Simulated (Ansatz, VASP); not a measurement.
Two plane-wave programs on PbSe

INCAR

```
SYSTEM = PbSe
ALGO     = Normal         ! electronic algorithm
EDIFF    = 1E-7           ! SCF threshold, eV
ENCUT    = 520            ! plane-wave cutoff, eV
GGA      = RE             ! functional
ISIF     = 2              ! what is computed and relaxed
ISMEAR   = -1             ! smearing method
IVDW     = 13             ! dispersion correction
LASPH    = .True.         ! aspherical terms in the spheres
LCHARG   = .True.         ! write CHGCAR
LELF     = .True.         ! ELF
LREAL    = .False.        ! projectors in reciprocal space
LVHAR    = .True.       
LWAVE    = .False.        ! write WAVECAR
NBANDS   = 17             ! bands
NELM     = 60             ! most SCF steps
PREC     = Accurate       ! precision mode
SIGMA    = 0.05           ! smearing width, eV
```

KPOINTS

```
k-points
0
Gamma
  8 8 8
  0 0 0
```

POSCAR

```
PbSe
1.0
    0.0000000000      3.0606500000      3.0606500000
    3.0606500000      0.0000000000      3.0606500000
    3.0606500000      3.0606500000      0.0000000000
Pb Se
1 1
Direct
    0.0000000000      0.0000000000      0.0000000000
    0.5000000000      0.5000000000      0.5000000000
```

input.yaml

```yaml
crystal:
  lattice:
    - [0.0, 3.06065, 3.06065]
    - [3.06065, 0.0, 3.06065]
    - [3.06065, 3.06065, 0.0]
  atoms:
    - { symbol: Pb, position: [0.0, 0.0, 0.0] }
    - { symbol: Se, position: [0.5, 0.5, 0.5] }
hamiltonian:
  xc: revpbe
  pseudopotentials: { kind: paw }
  dispersion: d4
kpoints:
  mp_grid: { grid: [8, 8, 8] }
scf:
  occupations: { method: fermi_dirac, width: 0.05 }
output:
  forces: true
  stress: true
  eigenvalues: true
```

Alike in both runs: task single point; functional revPBE; dispersion D4; k mesh 8 × 8 × 8; occupations fermi-dirac, width 0.05 eV; no spin polarisation.

|  | VASP | Ansatz |
| --- | --- | --- |
| version | VASP 6.6.1 | Ansatz 0.2.0 |
| potentials or method | VASP PAW PBE potentials, release 64 (Pb_d, Se) | Ansatz PAW |
| plane-wave cutoff (eV) | 520 | 420 |
| valence electrons in the cell | 20 | 30 |

|  | VASP | Ansatz | Ansatz less VASP |
| --- | --- | --- | --- |
| gap on the k mesh at the Fermi level (eV) | 0.35 | 0.35 | -0.005 |
| least direct gap on the mesh (eV) | 0.35 | 0.35 | -0.005 |
| pressure (GPa) | 0.3 | 0.3 | +0.02 |

VASP's potentials were made for PBE, not for revPBE. VASP's potentials hold 20 valence electrons a cell and Ansatz's 30, so a difference there can come from the potentials and not from the codes.

Spin-orbit coupling is off throughout.
